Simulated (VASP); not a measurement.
# CdTe: single point with r2SCANh

CdTe:

```
Te Cd
1.0
     0.00000    3.20500    3.20500
     3.20500    0.00000    3.20500
     3.20500    3.20500    0.00000
Te Cd
1 1
Direct
  0.75000 0.75000 0.75000
  0.00000 0.00000 0.00000
```

- Program: VASP 6.6.1
- Task: single point
- Functional: r2SCANh
- Potentials or basis: VASP PAW PBE potentials, release 64 (Te, Cd)
- Cutoff: 520 eV
- k mesh: 4 × 4 × 4
- Occupations: fermi-dirac, width 0.05 eV
- Spin: no spin polarisation

```yaml
Pressure: 3.3 GPa
Band_gap_on_the_k_mesh: 1.89 eV
```

Levels at points of the mesh, in eV from the valence-band top:
| k point | band 6 | band 7 | band 8 | band 9 | band 10 | band 11 | band 12 | band 13 |
| --- | --- | --- | --- | --- | --- | --- | --- | --- |
| (0.00, 0.00, 0.00) | -8.90 | 0.00 | 0.00 | 0.00 | 1.89 | 5.57 | 5.57 | 5.57 |
| (0.50, 0.00, 0.00) | -8.46 | -4.86 | -0.87 | -0.87 | 2.80 | 6.13 | 6.13 | 8.01 |
| (0.50, 0.50, 0.00) | -8.28 | -4.68 | -2.10 | -2.10 | 3.29 | 3.52 | 10.33 | 10.69 |

Wall time 8.4 min on 1 thread of Intel(R) Xeon(R) 6975P-C (Granite Rapids) (shared host), peak memory 0.23 GiB.

Caveat: the k points lie up to 0.42 Å⁻¹ apart; the PAW data sets were made with another functional, which shifts forces and pressure a little; spin-orbit coupling is left out, which moves the levels of the heavy elements.
